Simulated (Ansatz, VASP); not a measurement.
# HfB2 in VASP and in Ansatz

Contents of INCAR:

```
SYSTEM = HfB2
ALGO     = Normal         ! electronic algorithm
EDIFF    = 1E-6           ! SCF threshold, eV
EDIFFG   = -0.01          ! ionic threshold
ENCUT    = 600            ! plane-wave cutoff, eV
GGA      = PE             ! functional
IBRION   = 2              ! ionic algorithm
ISIF     = 3              ! what is computed and relaxed
ISMEAR   = -1             ! smearing method
LASPH    = .TRUE.         ! aspherical terms in the spheres
LCHARG   = .FALSE.        ! write CHGCAR
LREAL    = .FALSE.        ! projectors in reciprocal space
LWAVE    = .FALSE.        ! write WAVECAR
NELM     = 60             ! most SCF steps
NSW      = 80             ! ionic steps
PREC     = Accurate       ! precision mode
SIGMA    = 0.1            ! smearing width, eV
```

KPOINTS

```
k-points
0
G
  12 12 9
  0 0 0
```

File POSCAR:

```
HfB2
1.0
    3.1400000000      0.0000000000      0.0000000000
   -1.5700000000      2.7193197700      0.0000000000
    0.0000000000      0.0000000000      3.4800000000
Hf B
1 2
Direct
    0.0000000000      0.0000000000      0.0000000000
    0.3333333300      0.6666666700      0.5000000000
    0.6666666700      0.3333333300      0.5000000000
```

Input for Ansatz:

```yaml
crystal:
  lattice:
    - [3.14, 0.0, 0.0]
    - [-1.57, 2.71931977, 0.0]
    - [0.0, 0.0, 3.48]
  atoms:
    - { symbol: Hf, position: [0.0, 0.0, 0.0] }
    - { symbol: B, position: [0.33333333, 0.66666667, 0.5] }
    - { symbol: B, position: [0.66666667, 0.33333333, 0.5] }
  symmetry: { tolerance: 0.0003 }
hamiltonian:
  xc: pbe
  pseudopotentials: { kind: paw, azcp: { folder: soft_1 } }
basis:
  ecutwfc: 420
magnetization:
  spin_polarized: false
scf:
  occupations: { method: fermi_dirac, width: 0.1 }
kpoints:
  mp_grid: { grid: [12, 12, 9], shift: [0, 0, 0] }
output:
  forces: true
  stress: true
  eigenvalues: true
relax:
  max_steps: 60
  cell: {}
```

Alike in both runs: task relaxation of cell and atoms; functional PBE; k mesh 12 × 12 × 9; occupations fermi-dirac, width 0.1 eV; no spin polarisation.

```csv
,VASP,Ansatz
version,VASP 6.6.1,Ansatz 0.2.0
potentials or method,"VASP PAW PBE potentials, release 64 (Hf_pv, B), cutoff 600 eV",PAW plane waves
valence electrons in the cell,16,32
```

Ansatz gave:

| Property | Result |
| --- | --- |
| gap on the k mesh at the Fermi level, each at its own relaxed structure (eV) | none |
| relaxed volume (Å³/atom) | 9.96 |
| relaxed cell length with the largest relative difference (Å) | 3.145 |

**Question.** Which values does VASP return?

**Answer.** gap on the k mesh at the Fermi level, each at its own relaxed structure (eV): none; relaxed volume (Å³/atom): 9.94; relaxed cell length with the largest relative difference (Å): 3.143.

A gap of «none» marks a metal or a gap that the smearing closes. VASP's potentials hold 16 valence electrons a cell and Ansatz's 32, so a difference there can come from the potentials and not from the codes.

Neither program's run includes spin-orbit coupling.
